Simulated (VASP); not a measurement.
Here is a VASP 6.6.1 calculation.

The input INCAR:

```
SYSTEM = Hf
  PREC = Accurate
  ENCUT = 600
  EDIFF = 1E-6
  ISMEAR = -1
  SIGMA = 0.1
  LREAL = .FALSE.
  LASPH = .TRUE.
  NELM = 60
  ALGO = Normal
  ISIF = 3
  LWAVE = .FALSE.
  LCHARG = .FALSE.
  IBRION = 2
  NSW = 80
  EDIFFG = -0.03
```

KPOINTS

```
regular mesh
0
G
  9 9 5
  0 0 0
```

The input POSCAR:

```
Hf
1.0
    3.1967000000      0.0000000000      0.0000000000
   -1.5983500000      2.7684234100      0.0000000000
    0.0000000000      0.0000000000      5.0578000000
Hf
2
Direct
    0.3333333333      0.6666666667      0.2500000000
    0.6666666667      0.3333333333      0.7500000000
```

Potentials or basis: VASP PAW LDA potentials, release 64 (Hf_pv).

Command:

```bash
$ cat potpaw_LDA.64/Hf_pv/POTCAR > POTCAR
$ mpirun -np 1 vasp_std > vasp.out
```

Question: Estimate the relaxed cell.

Answer: a = 3.113 Å, b = 3.113 Å, c = 4.955 Å, α = 90.00°, β = 90.00°, γ = 120.00°.

Question: Estimate the space group after relaxing (to 0.1 Å).

Answer: P6_3/mmc (No. 194).

Question: Predict the relaxed volume.

Answer: 20.79 Å³/atom.

Question: What does it give for the band gap on the k mesh?

Answer: Zero (bands 10 and 11 overlap by 1.46 eV).

Step by step:
```tsv
step	energy change (eV)	largest force (eV/Å)	pressure (GPa)	volume (Å³)
1	0.0000	0.0000	-7.68	44.76
2	0.0495	0.0000	12.47	38.17
3	-0.0780	0.0000	-0.18	41.73
4	-0.0780	0.0000	-0.01	41.67
5	-0.0780	0.0000	0.17	41.61
6	-0.0784	0.0000	0.18	41.59
7	-0.0784	0.0000	0.18	41.59
```

Caveat: spin-orbit coupling is left out, which moves the levels of the heavy elements. Zero-point motion and thermal expansion aren't in these numbers.
